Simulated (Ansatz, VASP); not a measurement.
# Two plane-wave programs on N

```xyz
2
Lattice="1.9154 0.0000 0.0000 -0.9577 1.6588 0.0000 0.0000 0.0000 7.6589" Properties=species:S:1:pos:R:3 pbc="T T T"
N     0.0000    1.1059    1.9147
N     0.9577    0.5529    5.7442
```

Alike in both runs: functional PBE; k mesh 19 × 19 × 10; occupations fermi-dirac, width 0.05 eV; no spin polarisation.

Ansatz relaxed the structure, and its values are those at the end. VASP's run is a single point on that final structure, the one shown.

```csv
,VASP,Ansatz
version,VASP 6.6.1,Ansatz 0.2.0
potentials or method,"VASP PAW PBE potentials, release 64 (N)","PAW with Ansatz's earlier generated frozen-core files (soft_1), scalar-relativistic"
plane-wave cutoff (eV),520,420
valence electrons in the cell,10,10
```

Ansatz gave:

| Property | Result |
| --- | --- |
| pressure (GPa) | 0.0 |

Problem. Estimate VASP's values.

Solution. Pressure (GPa): 0.1.

The functional is the same, so the differences come from potentials, cutoffs and numerics.
